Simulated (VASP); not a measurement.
# Be4NiGe (F-43m) in VASP: further runs

Be4NiGe is run at these levels: LDA; tasks: single point.

All numbers are computed with VASP 6.6.1; they aren't measurements. Logs are shortened: lines on timing, memory, paths and dates and some standing lists are left out, and cuts for length are marked.

## (1) The cell of the first run

The structure is cubic, space group F-43m (No. 216). The conventional cell has a = 6.132 Å, b = 6.132 Å, c = 6.132 Å, α = 90.00°, β = 90.00°, γ = 90.00°. Within 2.8 Å of Be (site symmetry 3m) lie 6 Be at 2.14 to 2.20 Å and 3 Ni at 2.54 Å and 3 Ge at 2.55 Å. Ni (site symmetry -43m) has 12 Be at 2.54 Å and 4 Ge at 2.66 Å within 3.4 Å. Ge (site symmetry -43m) has 12 Be at 2.55 Å and 4 Ni at 2.66 Å within 3.4 Å.

## (2) Single point, LDA, collinear spin, ferromagnetic start

Input file INCAR:

```
SYSTEM = Be4NiGe
PREC     = Accurate       ! precision mode
ENCUT    = 520            ! plane-wave cutoff, eV
EDIFF    = 1E-6           ! SCF threshold, eV
ISMEAR   = 0              ! smearing method
SIGMA    = 0.1            ! smearing width, eV
LREAL    = .False.        ! projectors in reciprocal space
LASPH    = .True.         ! aspherical terms in the spheres
NELM     = 150            ! most SCF steps
ALGO     = Normal         ! electronic algorithm
ISIF     = 2              ! what is computed and relaxed
LWAVE    = .False.        ! write WAVECAR
LCHARG   = .True.         ! write CHGCAR
ISPIN    = 2              ! spin polarisation
MAGMOM   = 0 0 0 0 1.5 0  ! initial moments
LORBIT   = 11             ! projections on sites
LMAXMIX  = 4              ! l up to which the mixer works
LELF     = .True.         ! ELF
LVHAR    = .True.       
NBANDS   = 29             ! bands
```

Input file KPOINTS:

```
Automatic mesh
0
Gamma
  4 4 4
  0 0 0
```

Input file POSCAR:

```
Be4NiGe
1.0
    0.0000000000      3.0659080000      3.0659080000
    3.0659080000      0.0000000000      3.0659080000
    3.0659080000      3.0659080000      0.0000000000
Be Ni Ge
4 1 1
Direct
    0.3767360000      0.3767360000      0.3767360000
    0.8697920000      0.3767360000      0.3767360000
    0.3767360000      0.3767360000      0.8697920000
    0.3767360000      0.8697920000      0.3767360000
    0.7500000000      0.7500000000      0.7500000000
    0.0000000000      0.0000000000      0.0000000000
```

Potentials or basis: VASP PAW LDA potentials, release 64 (Be, Ni, Ge_d).

Started as:

```console
$ cat potpaw_LDA.64/Be/POTCAR potpaw_LDA.64/Ni/POTCAR potpaw_LDA.64/Ge_d/POTCAR > POTCAR
$ mpirun -np 1 vasp_std > vasp.out
```

OUTCAR:

```text
SYSTEM = Be4NiGe
   PREC = Accurate
   ENCUT = 520
   EDIFF = 1E-6
   ISMEAR = 0
   LREAL = .False.
   LASPH = .True.
   NELM = 150
   ISIF = 2
   ISPIN = 2
   LORBIT = 11

 ion  position               nearest neighbor table
   1  0.377  0.377  0.377-   2 2.14   3 2.14   4 2.14   3 2.20   4 2.20   2 2.20   5 2.54   5 2.54
                             5 2.54   6 2.55   6 2.55   6 2.55
   2  0.870  0.377  0.377-   1 2.14   3 2.14   4 2.14   1 2.20   3 2.20   4 2.20   5 2.54   5 2.54
                             5 2.54   6 2.55   6 2.55   6 2.55
   3  0.377  0.377  0.870-   1 2.14   2 2.14   4 2.14   1 2.20   4 2.20   2 2.20   5 2.54   5 2.54
                             5 2.54   6 2.55   6 2.55   6 2.55
   4  0.377  0.870  0.377-   1 2.14   2 2.14   3 2.14   3 2.20   1 2.20   2 2.20   5 2.54   5 2.54
                             5 2.54   6 2.55   6 2.55   6 2.55
   5  0.750  0.750  0.750-   1 2.54   3 2.54   4 2.54   1 2.54   2 2.54   3 2.54   1 2.54   2 2.54
                             4 2.54   2 2.54   3 2.54   4 2.54   6 2.66   6 2.66   6 2.66   6 2.66
   6  0.000  0.000  0.000-   2 2.55   3 2.55   4 2.55   1 2.55   1 2.55   1 2.55   2 2.55   2 2.55
                             3 2.55   4 2.55   3 2.55   4 2.55   5 2.66   5 2.66   5 2.66   5 2.66

  LATTYP: Found a face centered cubic cell.
 ALAT       =     6.1318160000

  Lattice vectors:

 A1 = (   0.0000000000,   3.0659080000,   3.0659080000)
 A2 = (   3.0659080000,   0.0000000000,   3.0659080000)
 A3 = (   3.0659080000,   3.0659080000,   0.0000000000)

Analysis of symmetry for initial positions (statically):
=====================================================================
 Subroutine PRICEL returns:
 Original cell was already a primitive cell.

 Routine SETGRP: Setting up the symmetry group for a
 face centered cubic supercell.

 Subroutine GETGRP returns: Found 24 space group operations
 (whereof 24 operations were pure point group operations)
 out of a pool of 48 trial point group operations.

The static configuration has the point symmetry T_d .

Analysis of symmetry for dynamics (positions and initial velocities):
=====================================================================
 Subroutine PRICEL returns:
 Original cell was already a primitive cell.

 Routine SETGRP: Setting up the symmetry group for a
 face centered cubic supercell.

 Subroutine GETGRP returns: Found 24 space group operations
 (whereof 24 operations were pure point group operations)
 out of a pool of 48 trial point group operations.

The dynamic configuration has the point symmetry T_d .

Analysis of structural, dynamic, and magnetic symmetry:
=====================================================================
 Subroutine PRICEL returns:
 Original cell was already a primitive cell.

 Routine SETGRP: Setting up the symmetry group for a
 face centered cubic supercell.

 Subroutine GETGRP returns: Found 24 space group operations
 (whereof 24 operations were pure point group operations)
 out of a pool of 48 trial point group operations.

The overall configuration has the point symmetry T_d .

 Subroutine INISYM returns: Found 24 space group operations
 (whereof 24 operations are pure point group operations),
 and found     1 'primitive' translations

----------------------------------------------------------------------------------------

                                     Primitive cell

  volume of cell :      57.6378

  direct lattice vectors                    reciprocal lattice vectors
     0.000000000  3.065908000  3.065908000    -0.163083824  0.163083824  0.163083824
     3.065908000  0.000000000  3.065908000     0.163083824 -0.163083824  0.163083824
     3.065908000  3.065908000  0.000000000     0.163083824  0.163083824 -0.163083824

  length of vectors
     4.335848675  4.335848675  4.335848675     0.282469469  0.282469469  0.282469469

  position of ions in fractional coordinates (direct lattice)
     0.376736000  0.376736000  0.376736000
     0.869792000  0.376736000  0.376736000
     0.376736000  0.376736000  0.869792000
     0.376736000  0.869792000  0.376736000
     0.750000000  0.750000000  0.750000000
     0.000000000  0.000000000  0.000000000

  ion indices of the primitive-cell ions
   primitive index   ion index
                 1           1
                 2           2
                 3           3
                 4           4
                 5           5
[... 40 lines left out ...]
   total plane-waves  NPLWV =  32768
   dimension x,y,z NGX =    32 NGY =   32 NGZ =   32
   dimension x,y,z NGXF=    64 NGYF=   64 NGZF=   64
   ions per type =               4   1   1
   NGX,Y,Z   is equivalent  to a cutoff of  12.27, 12.27, 12.27 a.u.
   NGXF,Y,Z  is equivalent  to a cutoff of  24.54, 24.54, 24.54 a.u.
 SYSTEM =  Be4NiGe
   PREC   = accura    normal or accurate (medium, high low for compatibility)
   ISTART =      0    job   : 0-new  1-cont  2-samecut
   ICHARG =      2    charge: 1-file 2-atom 10-const
   ISPIN  =      2    spin polarized calculation?
   LNONCOLLINEAR =      F non collinear calculations
   LSORBIT =      F    spin-orbit coupling
   LASPH  =      T    aspherical Exc in radial PAW
   ENCUT  =  520.0 eV  38.22 Ry    6.18 a.u.   8.06  8.06  8.06*2*pi/ulx,y,z
   NELM   =    150;   NELMIN=  2; NELMDL= -5     # of ELM steps
   EDIFF  = 0.1E-05   stopping-criterion for ELM
   LREAL  =      F    real-space projection
   EDIFFG = 0.1E-04   stopping-criterion for IOM
   NSW    =      0    number of steps for IOM
   IBRION =     -1    ionic relax: 0-MD 1-quasi-New 2-CG
   NFREE  =      0    steps in history (QN), initial steepest desc. (CG)
   ISIF   =      2    stress and relaxation
   ISYM   =      2    0-nonsym 1-usesym 2-fastsym
   POTIM  = 0.5000    time-step for ionic-motion
   TEBEG  =    0.0;   TEEND  =   0.0 temperature during run
   PSTRESS=    0.0 pullay stress
   NELECT =      32.0000    total number of electrons
   NUPDOWN=      -1.0000    fix difference up-down
   EMIN   =  10.00;   EMAX   =-10.00  energy-range for DOS
   EFERMI =   0.00;   METHOD = LEGACY
   ISMEAR =     0;   SIGMA  =   0.10  broadening in eV -4-tet -1-fermi 0-gaus
   EFERMI_NEDOS =   21; number of points for ismear=-14 and -15
   IALGO  =     38    algorithm
   IMIX   =      4    mixing-type and parameters
     AMIX     =   0.40;   BMIX     =  1.00
     AMIX_MAG =   1.60;   BMIX_MAG =  1.00
  volume/ion in A,a.u.               =       9.61        64.83
  Fermi-wavevector in a.u.,A,eV,Ry     =   1.345517  2.542658 24.632188  1.810415
  Thomas-Fermi vector in A             =   2.473423
   LORBIT       =     11    0 simple, 1 ext, 2 COOP (PROOUT), +10 PAW based schemes
   GGA     = CA    functional components
   LHFCALC =     F    Hartree Fock is set to
   AEXX    =    0.0000 exact exchange contribution
   IVDW    =     0    specifies the selected vdW correction
   LEPSILON=     F    determine dielectric tensor
   LRPA    =     F    only Hartree local field effects (RPA)
 spin polarized calculation
 Gauss-broadening in eV      SIGMA  =   0.10
  energy-cutoff  :      520.00
  volume of cell :       57.64
 maximum number of plane-waves:      1572
   NGX = 17   NGY = 17   NGZ = 17

 number of electron      31.9999981 magnetization       0.0006908

 number of electron      31.9999981 magnetization      -0.0003834

 Free energy of the ion-electron system (eV)
  ---------------------------------------------------
  ext. energy  EPLUGINS =         0.00000000
  ---------------------------------------------------
  free energy    TOTEN  =       -28.70501478 eV

  energy without entropy =      -28.70233682  energy(sigma->0) =      -28.70367580

 E-fermi :   8.1562     XC(G=0): -11.7444

 val. band max:        8.0114953438   @ k =  -0.2500   0.2500   0.0000
 cond. band min:       8.2993514830   @ k =   0.5000   0.0000   0.0000
 fundamental gap:      0.2878561392
 Fermi energy:         8.1561611904

 spin component 1

 k-point     1 :       0.0000    0.0000    0.0000
  band No.  band energies     occupation
      1     -17.0333      1.00000
      2     -17.0333      1.00000
      3     -17.0300      1.00000
      4     -17.0300      1.00000
      5     -17.0300      1.00000
      6      -4.6380      1.00000
[... 237 lines left out ...]
     27      18.8316      0.00000
     28      19.9672      0.00000
 Fermi energy:         8.1561611904

 spin component 2

 k-point     1 :       0.0000    0.0000    0.0000
  band No.  band energies     occupation
      1     -17.0333      1.00000
      2     -17.0333      1.00000
      3     -17.0300      1.00000
      4     -17.0300      1.00000
      5     -17.0300      1.00000
      6      -4.6381      1.00000
[... 237 lines left out ...]
     27      18.8315      0.00000
     28      19.9671      0.00000
 [bands above 28 left out]

------------------------ aborting loop because EDIFF is reached ----------------------------------------

  FORCE on cell =-STRESS in cart. coord.  units (eV):
  Direction    XX          YY          ZZ          XY          YZ          ZX
  --------------------------------------------------------------------------------------
  -------------------------------------------------------------------------------------
  Total       -2.1435619     -2.1435619     -2.1435619      0.0000000      0.0000000      0.0000000
  in kB      -59.5853181    -59.5853181    -59.5853181      0.0000000      0.0000000      0.0000000
  external PRESSURE =     -59.5853181 kB  Pullay stress =       0.0000000 kB

 VOLUME and BASIS-vectors are now :
 -----------------------------------------------------------------------------
  energy-cutoff  :      520.00
  volume of cell :       57.64
      direct lattice vectors                 reciprocal lattice vectors
     0.000000000  3.065908000  3.065908000    -0.163083824  0.163083824  0.163083824
     3.065908000  0.000000000  3.065908000     0.163083824 -0.163083824  0.163083824
     3.065908000  3.065908000  0.000000000     0.163083824  0.163083824 -0.163083824

 POSITION                                       TOTAL-FORCE (eV/Angst)
 -----------------------------------------------------------------------------------
      2.31008      2.31008      2.31008         0.020140      0.020140      0.020140
      2.31008      3.82174      3.82174         0.020140     -0.020140     -0.020140
      3.82174      3.82174      2.31008        -0.020140     -0.020140      0.020140
      3.82174      2.31008      3.82174        -0.020140      0.020140     -0.020140
      4.59886      4.59886      4.59886         0.000000      0.000000      0.000000
      0.00000      0.00000      0.00000         0.000000      0.000000      0.000000
 -----------------------------------------------------------------------------------
    total drift:                               -0.000000     -0.000000     -0.000000

  FREE ENERGIE OF THE ION-ELECTRON SYSTEM (eV)
  ---------------------------------------------------
  free  energy   TOTEN  =       -28.7050147762 eV

  energy  without entropy=      -28.7023368155  energy(sigma->0) =      -28.70367580

 total charge

# of ion       s       p       d       tot
------------------------------------------
    1        0.411   0.716   0.000   1.127
    2        0.411   0.716   0.000   1.127
    3        0.411   0.716   0.000   1.127
    4        0.411   0.716   0.000   1.127
    5        0.433   0.490   8.406   9.329
    6        1.185   1.163  10.095  12.443
--------------------------------------------------
tot          3.260   4.518  18.501  26.279

 magnetization (x)

# of ion       s       p       d       tot
------------------------------------------
    1       -0.000  -0.000   0.000  -0.000
    2       -0.000  -0.000   0.000  -0.000
    3       -0.000  -0.000   0.000  -0.000
    4       -0.000  -0.000   0.000  -0.000
    5        0.000   0.000  -0.000  -0.000
    6       -0.000  -0.000   0.000  -0.000
--------------------------------------------------
tot         -0.000  -0.000  -0.000  -0.000
```

Wall time 41 s (1 thread of AMD EPYC 7R43 (Zen 3), shared host); peak memory 0.14 GiB.

What came out:

- Free energy: -28.7050 eV
- Pressure: -6.0 GPa
- Largest force: 0.035 eV/Å
- Band gap on the k mesh: 0.29 eV (least direct gap 0.32 eV)
- Net moment: 0.00 μB per cell
- Valence electrons inside the program's atomic spheres: Be 1.13; Ni 9.33; Ge 12.44

Forces on the atoms (eV/Å):
```
Be   0.020  0.020  0.020
Be   0.020 -0.020 -0.020
Be  -0.020 -0.020  0.020
Be  -0.020  0.020 -0.020
Ni   0.000  0.000  0.000
Ge   0.000  0.000  0.000
```

Caveat: the k points lie up to 0.44 Å⁻¹ apart. A k mesh can miss the band edges.

## (3) Single point, LDA, collinear spin, ferromagnetic start

Input file INCAR:

```
ALGO     = Normal         # electronic algorithm
EDIFF    = 1E-7           # SCF threshold, eV
ENCUT    = 520            # plane-wave cutoff, eV
ISIF     = 2              # what is computed and relaxed
ISMEAR   = 0              # smearing method
ISPIN    = 2              # spin polarisation
LASPH    = True           # aspherical terms in the spheres
LCHARG   = True           # write CHGCAR
LELF     = True           # ELF
LMAXMIX  = 4              # l up to which the mixer works
LORBIT   = 11             # projections on sites
LREAL    = False          # projectors in reciprocal space
LVHAR    = True         
LWAVE    = False          # write WAVECAR
MAGMOM   = 0 0 0 0 1.5 0  # initial moments
NBANDS   = 29             # bands
NELM     = 150            # most SCF steps
PREC     = Accurate       # precision mode
SIGMA    = 0.1            # smearing width, eV
```

Input file KPOINTS:

```
k-points
0
Gamma
  5 5 5
```

POSCAR is that of step 2.

Potentials or basis: VASP PAW LDA potentials, release 64 (Be, Ni, Ge_d).

Started as:

```console
$ cat potpaw_LDA.64/Be/POTCAR potpaw_LDA.64/Ni/POTCAR potpaw_LDA.64/Ge_d/POTCAR > POTCAR
$ mpirun -np 1 vasp_std > vasp.out
```

Run time: 49 s. Hardware: 1 thread of AMD EPYC 7R43 (Zen 3), shared host; peak memory 0.14 GiB.

It converged, with:

| Quantity | Value |
| --- | --- |
| Free energy | -28.8003 eV |
| Pressure | -7.3 GPa |
| Largest force | 0.038 eV/Å |
| Band gap on the k mesh | zero (filled and empty bands overlap) |
| Net moment | 0.00 μB per cell |
| Valence electrons inside the program's atomic spheres | Be 1.13; Ni 9.33; Ge 12.43 |

Forces in eV/Å, atoms in the order of the input:
```
Be  -0.022 -0.022 -0.022
Be  -0.022  0.022  0.022
Be   0.022  0.022 -0.022
Be   0.022 -0.022  0.022
Ni   0.000  0.000  0.000
Ge   0.000  0.000  0.000
```

Levels at points of the mesh, in eV from the Fermi level:
Spin up:
```csv
k point,band 13,band 14,band 15,band 16,band 17,band 18,band 19,band 20
"(0.00, 0.00, 0.00)",-1.60,-1.35,-1.35,-1.35,0.48,0.48,0.48,2.28
```
Spin down:
| k point | band 12 | band 13 | band 14 | band 15 | band 16 | band 17 | band 18 | band 19 | band 20 | band 21 |
| --- | --- | --- | --- | --- | --- | --- | --- | --- | --- | --- |
| (0.00, 0.00, 0.00) | -3.29 | -1.60 | -1.35 | -1.35 | -1.35 | 0.48 | 0.48 | 0.48 | 2.28 | 2.28 |

Caveat: the cell stands under tension.

[end of part 1 of 2]
